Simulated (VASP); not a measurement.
The system is LaRh.

```
La Rh
1.0
     1.98259   -5.74227    0.00000
     1.98259    5.74227    0.00000
     0.00000    0.00000    4.14756
La Rh
2 2
Direct
  0.86136 0.13864 0.75000
  0.13864 0.86136 0.25000
  0.58840 0.41160 0.75000
  0.41160 0.58840 0.25000
```

```yaml
Program: VASP 6.6.1
Task: relaxation of cell and atoms
Functional: PBEsol
Potentials_or_basis: VASP PAW PBE potentials, release 64 (La, Rh_pv)
Cutoff: 600 eV
k_mesh: 9 × 9 × 8
Occupations: fermi-dirac, width 0.05 eV
Spin: no spin polarisation
```

At the start: pressure -3.5 GPa; volume 23.61 Å³/atom.

Question: How do energy, volume and symmetry change on relaxing?

Answer: Over 24 steps the energy falls by 11.3 meV/atom and the volume is 22.61 Å³/atom (-4.2 %); space group Cmcm (No. 63, to 0.1 Å) before and after.

Step by step:
| step | energy change (eV) | largest force (eV/Å) | pressure (GPa) | volume (Å³) |
| --- | --- | --- | --- | --- |
| 1 | 0.0000 | 0.0847 | -3.50 | 94.44 |
| 2 | -0.0119 | 0.1124 | 3.38 | 87.56 |
| 3 | -0.0435 | 0.0129 | -0.01 | 90.64 |
| 4 | -0.0435 | 0.0156 | 0.06 | 90.56 |
| 5 | -0.0441 | 0.0177 | 0.05 | 90.54 |
| 6 | -0.0447 | 0.0231 | 0.05 | 90.51 |
| 7 | -0.0444 | 0.0409 | 0.05 | 90.43 |
| 8 | -0.0448 | 0.0329 | 0.06 | 90.49 |
| 9 | -0.0450 | 0.0098 | -0.12 | 90.63 |
| 10 | -0.0450 | 0.0085 | -0.14 | 90.63 |
| 11 | -0.0452 | 0.0045 | -0.03 | 90.50 |
| 12 | -0.0452 | 0.0135 | 0.03 | 90.42 |
| 13 | -0.0452 | 0.0074 | -0.03 | 90.46 |
| 14 | -0.0452 | 0.0085 | 0.01 | 90.45 |
| 15 | -0.0452 | 0.0092 | 0.01 | 90.45 |
| 16 | -0.0452 | 0.0085 | 0.01 | 90.46 |
| 17 | -0.0452 | 0.0051 | 0.00 | 90.47 |
| 18 | -0.0452 | 0.0010 | -0.06 | 90.51 |
| 19 | -0.0452 | 0.0022 | -0.05 | 90.49 |
| 20 | -0.0452 | 0.0043 | -0.03 | 90.48 |
| 21 | -0.0452 | 0.0022 | -0.03 | 90.47 |
| 22 | -0.0452 | 0.0042 | 0.03 | 90.44 |
| 23 | -0.0452 | 0.0028 | 0.03 | 90.45 |
| 24 | -0.0452 | 0.0026 | 0.02 | 90.46 |

Final structure:
```xyz
4
Lattice="1.9650 -5.6012 0.0000 1.9650 5.6012 0.0000 0.0000 0.0000 4.1094" Properties=species:S:1:pos:R:3 pbc="T T T"
La    1.9650   -4.0441    3.0821
La    1.9650    4.0441    1.0274
Rh    1.9650   -0.9931    3.0821
Rh    1.9650    0.9931    1.0274
```

Caveat: the PAW data sets were made with another functional, which shifts forces and pressure a little.
